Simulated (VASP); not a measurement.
# LiTiH6O2F6 (P321) in VASP: electric field gradients with PBE

Aim: the electric field gradients of LiTiH6O2F6 with PBE.

Everything below comes from runs of VASP 6.6.1. Logs are shortened: lines on timing, memory, paths and dates and some standing lists are left out, and cuts for length are marked.

## Step 1: The cell of the first run

The structure is trigonal, space group P321 (No. 150). Conventional cell: a = 6.136 Å, b = 6.136 Å, c = 5.615 Å, α = 90.00°, β = 90.00°, γ = 120.00°. Within 3.0 Å of Li (site symmetry 32) lie 6 F at 2.12 Å and 2 Ti at 2.81 Å and 6 H at 2.93 Å. Ti (site symmetry 32) has 6 F at 1.99 Å within 2.6 Å. Within 1.5 Å of H (site symmetry 1) lie 1 O at 1.03 Å and 1 F at 1.44 Å. O (site symmetry 3) has 3 H at 1.03 Å within 1.4 Å. Within 1.9 Å of F (site symmetry 1) lie 1 H at 1.44 Å.

## Step 2: Electric field gradients, PBE, collinear spin

INCAR reads:

```
PREC = Accurate
ENCUT = 910
EDIFF = 1E-8
ISMEAR = -1
SIGMA = 0.02
LREAL = Auto
LASPH = T
NELM = 200
ALGO = Normal
ISIF = 2
LWAVE = F
LCHARG = F
ISPIN = 2
MAGMOM = 0 1 0 0 0 0 0 0 0 0 0 0 0 0 0 0
LORBIT = 11
LMAXMIX = 4
GGA = PE
LEFG = T
NBANDS = 56
GGA_COMPAT = F
```

KPOINTS reads:

```
regular mesh
0
Gamma
  5 5 4
```

POSCAR reads:

```
LiTiH6O2F6
1.0
    6.1359104610      0.0000000000      0.0000000000
   -3.0679552305      5.3138543346      0.0000000000
    0.0000000000      0.0000000000      5.6151890000
Li Ti H O F
1 1 6 2 6
Direct
    0.0000000000      0.0000000000      0.5000000000
    0.0000000000      0.0000000000      0.0000000000
    0.1859310000      0.4931480000      0.2760630000
    0.5068520000      0.6927830000      0.2760630000
    0.4931480000      0.1859310000      0.7239370000
    0.3072170000      0.8140690000      0.2760630000
    0.6927830000      0.5068520000      0.7239370000
    0.8140690000      0.3072170000      0.7239370000
    0.3333333333      0.6666666667      0.3229850000
    0.6666666667      0.3333333333      0.6770150000
    0.2501020000      0.0118600000      0.2341360000
    0.9881400000      0.2382420000      0.2341360000
    0.0118600000      0.2501020000      0.7658640000
    0.7617580000      0.7498980000      0.2341360000
    0.2382420000      0.9881400000      0.7658640000
    0.7498980000      0.7617580000      0.7658640000
```

Potentials or basis: VASP PAW PBE potentials, release 64 (Li_sv, Ti_sv, H_h, O_h, F_h).

Run with:

```console
$ cat potpaw_PBE.64/Li_sv/POTCAR potpaw_PBE.64/Ti_sv/POTCAR potpaw_PBE.64/H_h/POTCAR potpaw_PBE.64/O_h/POTCAR potpaw_PBE.64/F_h/POTCAR > POTCAR
$ mpirun -np 1 vasp_std > vasp.out
```

OUTCAR:

```text
PREC = Accurate
   ENCUT = 910
   EDIFF = 1E-8
   ISMEAR = -1
   LREAL = Auto
   LASPH = T
   NELM = 200
   ISIF = 2
   ISPIN = 2
   LORBIT = 11
   GGA = PE

 ion  position               nearest neighbor table
   1  0.000  0.000  0.500-
   2  0.000  0.000  0.000-  11 1.99  15 1.99  12 1.99  16 1.99  13 1.99  14 1.99
   3  0.186  0.493  0.276-   9 1.03
   4  0.507  0.693  0.276-   9 1.03
   5  0.493  0.186  0.724-  10 1.03
   6  0.307  0.814  0.276-   9 1.03
   7  0.693  0.507  0.724-  10 1.03
   8  0.814  0.307  0.724-  10 1.03
   9  0.333  0.667  0.323-   6 1.03   3 1.03   4 1.03
  10  0.667  0.333  0.677-   8 1.03   5 1.03   7 1.03
  11  0.250  0.012  0.234-   2 1.99
  12  0.988  0.238  0.234-   2 1.99
  13  0.012  0.250  0.766-   2 1.99
  14  0.762  0.750  0.234-   2 1.99
  15  0.238  0.988  0.766-   2 1.99
  16  0.750  0.762  0.766-   2 1.99

  LATTYP: Found a hexagonal cell.
 ALAT       =     6.1359104610
 C/A-ratio  =     0.9151354205

  Lattice vectors:

 A1 = (   6.1359104610,   0.0000000000,   0.0000000000)
 A2 = (  -3.0679552305,   5.3138543346,   0.0000000000)
 A3 = (   0.0000000000,   0.0000000000,   5.6151890000)

Analysis of symmetry for initial positions (statically):
=====================================================================
 Subroutine PRICEL returns:
 Original cell was already a primitive cell.

 Routine SETGRP: Setting up the symmetry group for a
 hexagonal supercell.

 Subroutine GETGRP returns: Found  6 space group operations
 (whereof  6 operations were pure point group operations)
 out of a pool of 24 trial point group operations.

The static configuration has the point symmetry D_3 .

Analysis of symmetry for dynamics (positions and initial velocities):
=====================================================================
 Subroutine PRICEL returns:
 Original cell was already a primitive cell.

 Routine SETGRP: Setting up the symmetry group for a
 hexagonal supercell.

 Subroutine GETGRP returns: Found  6 space group operations
 (whereof  6 operations were pure point group operations)
 out of a pool of 24 trial point group operations.

The dynamic configuration has the point symmetry D_3 .

Analysis of structural, dynamic, and magnetic symmetry:
=====================================================================
 Subroutine PRICEL returns:
 Original cell was already a primitive cell.

 Routine SETGRP: Setting up the symmetry group for a
 hexagonal supercell.

 Subroutine GETGRP returns: Found  6 space group operations
 (whereof  6 operations were pure point group operations)
 out of a pool of 24 trial point group operations.

The overall configuration has the point symmetry D_3 .

 Subroutine INISYM returns: Found  6 space group operations
 (whereof  6 operations are pure point group operations),
 and found     1 'primitive' translations

----------------------------------------------------------------------------------------

                                     Primitive cell

  volume of cell :     183.0851

  direct lattice vectors                    reciprocal lattice vectors
     6.135910461  0.000000000  0.000000000     0.162974999  0.094093659  0.000000000
    -3.067955230  5.313854335  0.000000000     0.000000000  0.188187319  0.000000000
     0.000000000  0.000000000  5.615189000     0.000000000  0.000000000  0.178088396
[... 130 lines left out ...]
   LHFCALC =     F    Hartree Fock is set to
   AEXX    =    0.0000 exact exchange contribution
   IVDW    =     0    specifies the selected vdW correction
   LEPSILON=     F    determine dielectric tensor
   LRPA    =     F    only Hartree local field effects (RPA)
 spin polarized calculation
  energy-cutoff  :      910.00
  volume of cell :      183.09
 maximum number of plane-waves:     11438
   NGX = 31   NGY = 31   NGZ = 27

 number of electron      75.0000012 magnetization       1.0000076

 Free energy of the ion-electron system (eV)
  ---------------------------------------------------
  ext. energy  EPLUGINS =         0.00000000
  ---------------------------------------------------
  free energy    TOTEN  =       -82.39902720 eV

  energy without entropy =      -82.39745545  energy(sigma->0) =      -82.39824133

 E-fermi :   1.9995     XC(G=0):  -7.6536

 val. band max:        1.9492878230   @ k =   0.0000   0.0000   0.5000
 cond. band min:       2.0826352903   @ k =   0.4000   0.0000   0.0000
 fundamental gap:      0.1333474673
 Fermi energy:         1.9994788026

 spin component 1

 k-point     1 :       0.0000    0.0000    0.0000
  band No.  band energies     occupation
      1     -57.2379      1.00000
      2     -44.7383      1.00000
      3     -33.7281      1.00000
      4     -33.7281      1.00000
      5     -33.2657      1.00000
      6     -23.6244      1.00000
[... 873 lines left out ...]
     48       8.0044      0.00000
     49      10.0708      0.00000
 Fermi energy:         1.9994788026

 spin component 2

 k-point     1 :       0.0000    0.0000    0.0000
  band No.  band energies     occupation
      1     -56.3811      1.00000
      2     -44.7383      1.00000
      3     -33.1436      1.00000
      4     -33.1436      1.00000
      5     -31.9004      1.00000
      6     -23.6141      1.00000
[... 873 lines left out ...]
     48       8.0046      0.00000
     49      10.1317      0.00000
 [bands above 49 left out]

------------------------ aborting loop because EDIFF is reached ----------------------------------------

  FORCE on cell =-STRESS in cart. coord.  units (eV):
  Direction    XX          YY          ZZ          XY          YZ          ZX
  --------------------------------------------------------------------------------------
  -------------------------------------------------------------------------------------
  Total        0.3442667      0.3442667     -0.5849572      0.0000000      0.0000000      0.0000000
  in kB        3.0126767      3.0126767     -5.1189585      0.0000000      0.0000000      0.0000000
  external PRESSURE =       0.3021316 kB  Pullay stress =       0.0000000 kB

 VOLUME and BASIS-vectors are now :
 -----------------------------------------------------------------------------
  energy-cutoff  :      910.00
  volume of cell :      183.09
      direct lattice vectors                 reciprocal lattice vectors
     6.135910461  0.000000000  0.000000000     0.162974999  0.094093659  0.000000000
    -3.067955230  5.313854335  0.000000000     0.000000000  0.188187319  0.000000000
     0.000000000  0.000000000  5.615189000     0.000000000  0.000000000  0.178088396

 POSITION                                       TOTAL-FORCE (eV/Angst)
 -----------------------------------------------------------------------------------
      0.00000      0.00000      2.80759         0.000000     -0.000000     -0.000000
      0.00000      0.00000      0.00000         0.000000     -0.000000     -0.000000
     -0.37210      2.62052      1.55015         0.048145      0.037902     -0.004683
      0.98457      3.68135      1.55015        -0.056896      0.022744     -0.004683
      2.45548      0.98801      4.06504         0.008752      0.060646      0.004683
     -0.61247      4.32584      1.55015         0.008752     -0.060646     -0.004683
[... 8 lines left out ...]
     -1.56974      5.25083      4.30047        -0.051961     -0.030513     -0.000346
      2.26427      4.04787      4.30047        -0.000445      0.060256     -0.000346
 -----------------------------------------------------------------------------------
    total drift:                               -0.000001     -0.000002     -0.000000

  FREE ENERGIE OF THE ION-ELECTRON SYSTEM (eV)
  ---------------------------------------------------
  free  energy   TOTEN  =       -82.3990272049 eV

  energy  without entropy=      -82.3974554494  energy(sigma->0) =      -82.39824133

 Electric field gradients (V/A^2)
---------------------------------------------------------------------
 ion       V_xx      V_yy      V_zz      V_xy      V_xz      V_yz
---------------------------------------------------------------------
   1      -0.080    -0.078     0.158     0.002    -0.000     0.000
   2      68.087    68.086  -136.173    -0.001     0.000    -0.000
   3      -4.145    13.937    -9.792     8.998     2.965     7.337
   4      17.210    -7.418    -9.792     3.330    -7.837    -1.101
   5       1.623     8.168    -9.792    12.329    -4.872    -6.236
   6       1.623     8.169    -9.792   -12.329     4.872    -6.237
[... 8 lines left out ...]
  15      15.782    -6.303    -9.478    29.652   -46.955    -4.365
  16     -26.463    35.937    -9.474    -5.260    19.697    42.847
---------------------------------------------------------------------

 Electric field gradients after diagonalization (V/A^2)
 (convention: |V_zz| > |V_xx| > |V_yy|)
----------------------------------------------------------------------
 ion       V_xx      V_yy      V_zz     asymmetry (V_yy - V_xx)/ V_zz
----------------------------------------------------------------------
   1      -0.081    -0.077     0.158       0.028
   2      68.087    68.085  -136.173       0.000
   3     -11.911    -7.859    19.770       0.205
   4     -11.911    -7.860    19.771       0.205
   5     -11.911    -7.859    19.770       0.205
   6     -11.912    -7.859    19.771       0.205
[... 8 lines left out ...]
  15     -51.051   -11.049    62.100       0.644
  16     -51.049   -11.050    62.100       0.644
----------------------------------------------------------------------

           NMR quadrupolar parameters

 Cq : quadrupolar parameter    Cq=e*Q*V_zz/h
 eta: asymmetry parameters     (V_yy - V_xx)/ V_zz
 Q  : nuclear electric quadrupole moment in mb (millibarn)
----------------------------------------------------------------------
 ion       Cq(MHz)       eta       Q (mb)
----------------------------------------------------------------------
   1       0.000       0.028       1.000
   2      -0.329       0.000       1.000
   3       0.048       0.205       1.000
   4       0.048       0.205       1.000
   5       0.048       0.205       1.000
   6       0.048       0.205       1.000
[... 8 lines left out ...]
  15       0.150       0.644       1.000
  16       0.150       0.644       1.000
----------------------------------------------------------------------

 total charge

# of ion       s       p       d       tot
------------------------------------------
    1        2.007   0.034   0.000   2.041
    2        2.158   6.167   1.812  10.137
    3        0.288   0.031   0.000   0.319
    4        0.288   0.031   0.000   0.319
    5        0.288   0.031   0.000   0.319
    6        0.288   0.031   0.000   0.319
[... 8 lines left out ...]
   15        1.296   3.211   0.000   4.508
   16        1.296   3.211   0.000   4.508
--------------------------------------------------
tot         15.692  30.576   1.812  48.080

 magnetization (x)

# of ion       s       p       d       tot
------------------------------------------
    1        0.000  -0.000   0.000  -0.000
    2        0.010   0.005   0.861   0.877
    3        0.000  -0.000   0.000   0.000
    4        0.000  -0.000   0.000   0.000
    5        0.000  -0.000   0.000   0.000
    6        0.000  -0.000   0.000   0.000
[... 8 lines left out ...]
   15        0.000   0.002   0.000   0.002
   16        0.000   0.002   0.000   0.002
--------------------------------------------------
tot          0.011   0.017   0.861   0.888
```

Run time: 19 min. Hardware: 1 thread of Intel Xeon Platinum 8259CL at 2.50GHz (Skylake/Cascade Lake), shared host; peak memory 0.94 GiB.

Results:

```
Free energy                                           : -82.3990 eV
Pressure                                              : 0.0 GPa
Largest force                                         : 0.087 eV/Å
Band gap on the k mesh                                : 0.13 eV (least direct gap 0.21 eV)
Net moment                                            : 1.00 μB per cell
Site moments                                          : Li -0.00; Ti +0.88; H +0.00; O -0.00; F +0.00 μB
Largest electric field gradient by atom               : Li +0.2; Ti -136.2; H +19.8; O -137.4; F +62.1 V/Å²
Valence electrons inside the program's atomic spheres : Li 2.04; Ti 10.14; H 0.32; O 3.47; F 4.51
```

Forces on the atoms (eV/Å):
```
Li   0.000  0.000  0.000
Ti   0.000  0.000  0.000
H    0.048  0.038 -0.005
H   -0.057  0.023 -0.005
H    0.009  0.061  0.005
H    0.009 -0.061 -0.005
H    0.048 -0.038  0.005
H   -0.057 -0.023  0.005
O    0.000  0.000  0.087
O    0.000  0.000 -0.087
F   -0.052  0.031  0.000
F    0.000 -0.060  0.000
F    0.052 -0.030  0.000
F    0.052  0.030  0.000
F   -0.052 -0.031  0.000
F    0.000  0.060  0.000
```

Electric field gradients, principal values (V/Å²):
```tsv
atom	least	middle	greatest (by size)
1 Li	-0.077	-0.081	0.158
2 Ti	68.085	68.087	-136.173
3 H	-7.859	-11.911	19.770
4 H	-7.860	-11.911	19.771
5 H	-7.859	-11.911	19.770
6 H	-7.859	-11.912	19.771
7 H	-7.860	-11.911	19.771
8 H	-7.859	-11.912	19.771
9 O	68.724	68.724	-137.447
10 O	68.724	68.724	-137.447
11 F	-11.050	-51.049	62.099
12 F	-11.049	-51.051	62.100
13 F	-11.050	-51.049	62.099
14 F	-11.050	-51.049	62.100
15 F	-11.049	-51.051	62.100
16 F	-11.050	-51.049	62.100
```

Caveat: without QUAD_EFG the Cq values of the log hold for a quadrupole moment of 1 mb, not for the nuclei. A k mesh can miss the band edges.
